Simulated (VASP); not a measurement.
BeSnI3:

```
Sn I Be
1.0
     6.20500    0.00000    0.00000
     0.00000    6.20500    0.00000
     0.00000    0.00000    6.20500
Sn I Be
1 3 1
Direct
  0.50000 0.50000 0.50000
  0.00000 0.50000 0.50000
  0.50000 0.00000 0.50000
  0.50000 0.50000 0.00000
  0.00000 0.00000 0.00000
```

```yaml
Program: VASP 6.6.1
Task: relaxation of cell and atoms
Functional: PBE
Potentials_or_basis: VASP PAW PBE potentials, release 64 (Sn_d, I, Be)
Cutoff: 600 eV
k_mesh: 6 × 6 × 6
Occupations: fermi-dirac, width 0.0157 eV
Spin: no spin polarisation
```

At the start: pressure -1.0 GPa; volume 47.78 Å³/atom.

Question: How do energy, volume and symmetry change on relaxing?

Answer: Over 4 steps the energy falls by 11.7 meV/atom and the volume is 44.37 Å³/atom (-7.1 %); space group Pm-3m (No. 221, to 0.1 Å) before and after.

The path:
| step | energy change (eV) | largest force (eV/Å) | pressure (GPa) | volume (Å³) |
| --- | --- | --- | --- | --- |
| 1 | 0.0000 | 0.0000 | -1.01 | 238.91 |
| 2 | -0.0481 | 0.0000 | -0.47 | 228.67 |
| 3 | -0.0584 | 0.0000 | -0.04 | 222.42 |
| 4 | -0.0585 | 0.0000 | 0.00 | 221.83 |

Final structure:
```yaml
crystal:
  lattice:
    - [6.05351, 0.00000, 0.00000]
    - [0.00000, 6.05351, 0.00000]
    - [0.00000, 0.00000, 6.05351]
  atoms:
    - { symbol: Sn, position: [0.50000, 0.50000, 0.50000] }
    - { symbol: I, position: [0.00000, 0.50000, 0.50000] }
    - { symbol: I, position: [0.50000, 0.00000, 0.50000] }
    - { symbol: I, position: [0.50000, 0.50000, 0.00000] }
    - { symbol: Be, position: [0.00000, 0.00000, 0.00000] }
```

Caveat: an odd number of electrons without spin polarisation forces a metal; a magnetic or distorted state may lie lower.
